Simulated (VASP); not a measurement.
## Y5N: single point with PBE

Y5N:

```
CELL_PARAMETERS angstrom
5.65759 0.00000 0.00000
-2.82880 4.89962 0.00000
0.00000 0.00000 5.92318
ATOMIC_POSITIONS crystal
Y 0.66667 0.33333 0.75132
Y 0.00000 0.00000 0.00000
Y 0.66667 0.33333 0.24868
Y 0.33333 0.66667 0.24868
Y 0.33333 0.66667 0.75132
N 0.00000 0.00000 0.50000
```

The cell was generated, and may not be a known phase.

| Quantity | Value |
| --- | --- |
| Program | VASP 6.6.1 |
| Task | single point |
| Functional | PBE |
| Potentials or basis | VASP PAW PBE potentials, release 64 (Y_sv, N) |
| Cutoff | 520 eV |
| k mesh | 12 × 12 × 6 |
| Occupations | gaussian, width 0.1 eV |
| Spin | no spin polarisation |
| Dipole correction | no |
| Further INCAR settings | ALGO = Normal; EDIFF = 1e-06; NBANDS = 39 |

- Pressure: -0.1 GPa
- Largest force: 0.007 eV/Å
- Band gap on the k mesh: zero (bands 30 and 31 overlap by 0.61 eV)

Forces in eV/Å, atoms in the order of the input:
```
Y    0.000  0.000  0.007
Y    0.000  0.000  0.000
Y    0.000  0.000 -0.007
Y    0.000  0.000 -0.007
Y    0.000  0.000  0.007
N    0.000  0.000  0.000
```

Stress tensor (GPa, compression positive):
```
-0.11  0.00  0.00
 0.00 -0.11  0.00
 0.00  0.00 -0.03
```

Levels at points of the mesh, in eV from the Fermi level:
```csv
k point,band 28,band 29,band 30,band 31,band 32,band 33
"(0.00, 0.00, 0.00)",-0.66,-0.40,0.37,0.37,0.41,0.41
"(0.50, 0.00, 0.00)",-0.94,-0.47,-0.35,-0.15,0.17,0.27
"(0.00, 0.00, 0.50)",-0.96,0.08,0.08,0.35,0.35,1.09
"(0.50, 0.00, 0.50)",-0.50,-0.43,0.00,0.50,0.61,0.62
```

Wall time 5.8 min on 1 thread of Intel(R) Xeon(R) 6975P-C (Granite Rapids), on a shared host, peak memory 0.56 GiB.
